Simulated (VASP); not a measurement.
# Te (P6_3/mmc) in VASP: relaxation of cell and atoms with r2SCAN

Aim: the relaxation of cell and atoms of Te with r2SCAN.

Program: VASP 6.6.1. These are calculated values, not measurements. Logs are shortened: lines on timing, memory, paths and dates and some standing lists are left out, and cuts for length are marked.

### Step 1. The cell of the first run

It takes space group P6_3/mmc (No. 194, hexagonal). The conventional cell has a = 3.442 Å, b = 3.442 Å, c = 11.242 Å, α = 90.00°, β = 90.00°, γ = 120.00°. Te (site symmetry -3m) has 12 Te at 3.44 Å within 4.5 Å. Te (site symmetry -6m2) has 12 Te at 3.44 Å within 4.5 Å.

This isn't the form of Te at room conditions, which is trigonal, of chains.

### Step 2. Relaxation of cell and atoms, r2SCAN

File POSCAR:

```
Te
1.0
    3.4420649897      0.0000000000      0.0000000000
   -1.7210324948      2.9809157225      0.0000000000
    0.0000000000      0.0000000000     11.2417842562
Te
4
Direct
    0.0000000000      0.0000000000      0.0000000000
    0.0000000000      0.0000000000      0.5000000000
    0.3333333333      0.6666666667      0.2500000000
    0.6666666667      0.3333333333      0.7500000000
```

File INCAR.step1:

```
PREC = Accurate ; ENCUT = 600
ISMEAR = -1 ; SIGMA = 0.1
LREAL = False ; LASPH = True
NELM = 60 ; GGA = PE
ALGO = Normal ; EDIFF = 1E-4
LWAVE = True ; LCHARG = False
```

File INCAR.step2:

```
PREC = Accurate ; ENCUT = 600
EDIFF = 1E-6 ; ISMEAR = -1
SIGMA = 0.1 ; LREAL = False
LASPH = True ; NELM = 60
ALGO = Normal ; ISIF = 3
LWAVE = False ; LCHARG = False
METAGGA = R2SCAN ; LMIXTAU = True
IBRION = 2 ; NSW = 80
EDIFFG = -0.01 ; ISTART = 1
```

File KPOINTS:

```
Automatic mesh
0
Gamma
  11 11 3
```

Potentials or basis: VASP PAW PBE potentials, release 64 (Te).

Launch:

```sh
$ cat potpaw_PBE.64/Te/POTCAR > POTCAR
$ cp INCAR.step1 INCAR
$ mpirun -np 1 vasp_std > vasp.out
$ cp INCAR.step2 INCAR
$ mpirun -np 1 vasp_std > vasp.out
```

OUTCAR:

```text
PREC = Accurate
   ENCUT = 600
   EDIFF = 1E-6
   ISMEAR = -1
   LREAL = False
   LASPH = True
   NELM = 60
   ISIF = 3
   METAGGA = R2SCAN
   IBRION = 2
   NSW = 80
   EDIFFG = -0.01
   ISTART = 1

 ion  position               nearest neighbor table
   1  0.000  0.000  0.000-   3 3.44   4 3.44   3 3.44   4 3.44   4 3.44   3 3.44
   2  0.000  0.000  0.500-   3 3.44   4 3.44   3 3.44   4 3.44   4 3.44   3 3.44
   3  0.333  0.667  0.250-   1 3.44   2 3.44   1 3.44   2 3.44   1 3.44   2 3.44
   4  0.667  0.333  0.750-   1 3.44   2 3.44   1 3.44   2 3.44   1 3.44   2 3.44

  LATTYP: Found a hexagonal cell.
 ALAT       =     3.4420649897
 C/A-ratio  =     3.2660000000

  Lattice vectors:

 A1 = (   3.4420649897,   0.0000000000,   0.0000000000)
 A2 = (  -1.7210324948,   2.9809157225,   0.0000000000)
 A3 = (   0.0000000000,   0.0000000000,  11.2417842562)

Analysis of symmetry for initial positions (statically):
=====================================================================
 Subroutine PRICEL returns:
 Original cell was already a primitive cell.

 Routine SETGRP: Setting up the symmetry group for a
 hexagonal supercell.

 Subroutine GETGRP returns: Found 24 space group operations
 (whereof 12 operations were pure point group operations)
 out of a pool of 24 trial point group operations.

The static configuration has the point symmetry D_3d.
 The point group associated with its full space group is D_6h.

Analysis of symmetry for dynamics (positions and initial velocities):
=====================================================================
 Subroutine PRICEL returns:
 Original cell was already a primitive cell.

 Routine SETGRP: Setting up the symmetry group for a
 hexagonal supercell.

 Subroutine GETGRP returns: Found 24 space group operations
 (whereof 12 operations were pure point group operations)
 out of a pool of 24 trial point group operations.

The dynamic configuration has the point symmetry D_3d.
 The point group associated with its full space group is D_6h.

 Subroutine INISYM returns: Found 24 space group operations
 (whereof 12 operations are pure point group operations),
 and found     1 'primitive' translations

----------------------------------------------------------------------------------------

                                     Primitive cell

  volume of cell :     115.3464

  direct lattice vectors                    reciprocal lattice vectors
     3.442064990  0.000000000  0.000000000     0.290523277  0.167733692  0.000000000
    -1.721032495  2.980915722  0.000000000     0.000000000  0.335467384  0.000000000
[... 111 lines left out ...]
  Fermi-wavevector in a.u.,A,eV,Ry     =   0.970087  1.833198 12.804012  0.941068
  Thomas-Fermi vector in A             =   2.100193
   LORBIT       =      0    0 simple, 1 ext, 2 COOP (PROOUT), +10 PAW based schemes
   METAGGA = R2SCAN    functional components
   LHFCALC =     F    Hartree Fock is set to
   AEXX    =    0.0000 exact exchange contribution
   IVDW    =     0    specifies the selected vdW correction
   LEPSILON=     F    determine dielectric tensor
   LRPA    =     F    only Hartree local field effects (RPA)
 conjugate gradient relaxation of ions
 non-spin polarized calculation
  energy-cutoff  :      600.00
  volume of cell :      115.35
 maximum number of plane-waves:      3868
 NGX is ok and might be reduce to    28
   NGX = 13   NGY = 13   NGZ = 45

--------------------------------------- Ionic step        1  -------------------------------------------

 number of electron      23.9999999 magnetization

 Free energy of the ion-electron system (eV)
  ---------------------------------------------------
  ext. energy  EPLUGINS =         0.00000000
  ---------------------------------------------------
  free energy    TOTEN  =       -99.59124444 eV

  energy without entropy =      -99.48935392  energy(sigma->0) =      -99.54029918

------------------------ aborting loop because EDIFF is reached ----------------------------------------

  FORCE on cell =-STRESS in cart. coord.  units (eV):
  Direction    XX          YY          ZZ          XY          YZ          ZX
  --------------------------------------------------------------------------------------
  -------------------------------------------------------------------------------------
  Total       -0.0410762     -0.0410762     -1.8177971     -0.0000000      0.0000000      0.0000000
  in kB       -0.5705538     -0.5705538    -25.2494535     -0.0000000      0.0000000      0.0000000
  external PRESSURE =      -8.7968537 kB  Pullay stress =       0.0000000 kB
[... 95 lines left out ...]
  FREE ENERGIE OF THE ION-ELECTRON SYSTEM (eV)
  ---------------------------------------------------
  free  energy   TOTEN  =       -99.6440281030 eV

  energy  without entropy=      -99.5426886640  energy(sigma->0) =      -99.59335838

[... ionic steps 4 to 14 ...]

--------------------------------------- Ionic step       15  -------------------------------------------

 number of electron      24.0000000 magnetization

------------------------ aborting loop because EDIFF is reached ----------------------------------------
[... 33 lines left out ...]
--------------------------------------- Ionic step       16  -------------------------------------------

 number of electron      23.9999998 magnetization

 E-fermi :   7.8290     XC(G=0): -10.3344

 val. band max:        7.8229119225   @ k =   0.2727   0.1818   0.3333
 cond. band min:       7.8627911055   @ k =   0.0909   0.0000   0.3333
 fundamental gap:      0.0398791830
 Fermi energy:         7.8289564930

 k-point     1 :       0.0000    0.0000    0.0000
  band No.  band energies     occupation
      1      -7.1642      2.00000
      2      -5.1538      2.00000
      3      -5.0608      2.00000
      4      -0.7234      2.00000
      5       2.6444      2.00000
      6       5.4609      2.00000
[... 484 lines left out ...]
--------------------------------------- Ionic step       17  -------------------------------------------

 number of electron      23.9999999 magnetization

 Free energy of the ion-electron system (eV)
  ---------------------------------------------------
  ext. energy  EPLUGINS =         0.00000000
  ---------------------------------------------------
  free energy    TOTEN  =      -100.93952859 eV

  energy without entropy =     -100.83220740  energy(sigma->0) =     -100.88586799

 E-fermi :   6.5462     XC(G=0):  -9.8648

 val. band max:        6.4884918954   @ k =   0.0909   0.0909   0.3333
 cond. band min:       6.6003078279   @ k =   0.1818   0.0909   0.0000
 fundamental gap:      0.1118159326
 Fermi energy:         6.5461537833

 k-point     1 :       0.0000    0.0000    0.0000
  band No.  band energies     occupation
      1      -7.7336      2.00000
      2      -5.8255      2.00000
      3      -5.7240      2.00000
      4      -2.0889      2.00000
      5       2.2265      2.00000
      6       3.9990      2.00000
[... 478 lines left out ...]
  FREE ENERGIE OF THE ION-ELECTRON SYSTEM (eV)
  ---------------------------------------------------
  free  energy   TOTEN  =      -100.9395285881 eV

  energy  without entropy=     -100.8322074008  energy(sigma->0) =     -100.88586799

 reached required accuracy - stopping structural energy minimisation
```

OUTCAR.step1:

```text
PREC = Accurate
   ENCUT = 600
   ISMEAR = -1
   LREAL = False
   LASPH = True
   NELM = 60
[... 686 lines left out ...]
      0.00000      0.00000      5.62089         0.000000      0.000000     -0.000000
     -0.00000      1.98728      2.81045        -0.000000     -0.000000      0.000000
      1.72103      0.99364      8.43134        -0.000000      0.000000      0.000000
 -----------------------------------------------------------------------------------
    total drift:                                0.000000     -0.000000      0.000000

  FREE ENERGIE OF THE ION-ELECTRON SYSTEM (eV)
  ---------------------------------------------------
  free  energy   TOTEN  =       -11.0063095517 eV

  energy  without entropy=      -10.8989184312  energy(sigma->0) =      -10.95261399
```

OSZICAR.step1:

```text
N       E                     dE             d eps       ncg     rms          rms(c)
DAV:   1     0.111703982595E+03    0.11170E+03   -0.98144E+03  1024   0.136E+03
DAV:   2    -0.468225151553E+01   -0.11639E+03   -0.11475E+03  1504   0.181E+02
DAV:   3    -0.109233308087E+02   -0.62411E+01   -0.61804E+01  1192   0.464E+01
DAV:   4    -0.110187090104E+02   -0.95378E-01   -0.95044E-01  1144   0.680E+00
DAV:   5    -0.110206774926E+02   -0.19685E-02   -0.19684E-02  1152   0.101E+00    0.124E+01
DAV:   6    -0.110092919885E+02    0.11386E-01   -0.16269E-02  1048   0.695E-01    0.768E+00
DAV:   7    -0.110064887844E+02    0.28032E-02   -0.32160E-02  1048   0.982E-01    0.405E-01
DAV:   8    -0.110063141540E+02    0.17463E-03   -0.13590E-03  1024   0.214E-01    0.135E-01
DAV:   9    -0.110063095517E+02    0.46023E-05   -0.48698E-05   512   0.474E-02
   1 F= -.11006310E+02 E0= -.10952614E+02  d E =-.107391E+00
```

It took 26 min on 1 thread of Intel Xeon 6975P-C (Granite Rapids), shared host; peak memory 0.32 GiB.

What came out:

- Free energy: -100.9395 eV
- Relaxed volume: 31.96 Å³/atom
- Relaxed cell: a = 4.207 Å, b = 4.207 Å, c = 8.341 Å, α = 90.00°, β = 90.00°, γ = 120.00°
- Space group after relaxing (to 0.1 Å): P6_3/mmc (No. 194)
- Energy gained by relaxing: 337.1 meV/atom
- Ionic steps: 17
- Pressure after relaxing: 0.0 GPa
- Band gap on the k mesh: zero (bands 12 and 13 overlap by 2.00 eV)

Step by step:
```csv
step,energy change (eV),largest force (eV/Å),pressure (GPa),volume (Å³)
1,0.0000,0.0000,-0.88,115.35
2,-0.0349,0.0000,0.27,112.71
3,-0.0528,0.0000,1.67,110.14
4,-0.0706,0.0000,1.82,110.01
5,-0.1487,0.0000,2.43,109.55
6,-0.3962,0.0000,4.07,108.37
7,-0.6413,0.0000,10.55,104.88
8,-0.6476,0.0000,10.63,104.93
9,-0.6640,0.0000,10.86,105.06
10,-0.6851,0.0000,11.33,105.29
11,-0.6754,0.0000,12.44,105.65
12,-0.6873,0.0000,11.99,105.53
13,-0.7191,0.0000,11.62,106.00
14,-0.8087,0.0000,10.53,107.40
15,-0.9631,0.0000,8.52,110.23
16,-1.1850,0.0000,5.07,115.98
17,-1.3483,0.0000,0.00,127.83
```

Final structure:
```cif
data_structure
_symmetry_space_group_name_H-M 'P 1'
_symmetry_Int_Tables_number 1
_cell_length_a 4.2067
_cell_length_b 4.2067
_cell_length_c 8.3410
_cell_angle_alpha 90.000
_cell_angle_beta 90.000
_cell_angle_gamma 120.000
_cell_volume 127.83
loop_
_atom_site_label
_atom_site_type_symbol
_atom_site_fract_x
_atom_site_fract_y
_atom_site_fract_z
_atom_site_occupancy
Te1 Te 0.00000 0.00000 0.00000 1
Te2 Te 0.00000 0.00000 0.50000 1
Te3 Te 0.33333 0.66667 0.25000 1
Te4 Te 0.66667 0.33333 0.75000 1
```

Caveat: a cell axis changed by over 15 % at a fixed basis, so the end point is rough; the PAW data sets were made with another functional, which shifts forces and pressure a little; spin-orbit coupling is left out, which moves the levels of the heavy elements.

The gap in the log of VASP goes by the Fermi energy; the results here count the filled bands.